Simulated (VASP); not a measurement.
Crystal: Ta.

```
Ta
1.0
    -1.68367    1.68367    1.68367
     1.68367   -1.68367    1.68367
     1.68367    1.68367   -1.68367
Ta
1
Direct
  0.00000 0.00000 0.00000
```

This cell differs from its parent crystal: volume scaled by 1.06.

Base run:

```yaml
Program: VASP 6.6.1
Functional: PBEsol
Potentials_or_basis: VASP PAW PBE potentials, release 64 (Ta_pv)
Cutoff: 520 eV
k_mesh: 11 × 11 × 11
Occupations: fermi-dirac, width 0.05 eV
Spin: no spin polarisation
```

Its results: pressure -14.2 GPa.

**Question.** The run is repeated on the same cell with these changes: functional from PBEsol to r2SCAN. What comes out?

**Answer.** Pressure -10.0 GPa.

Caveats: the PAW data sets were made with another functional, which shifts forces and pressure a little.
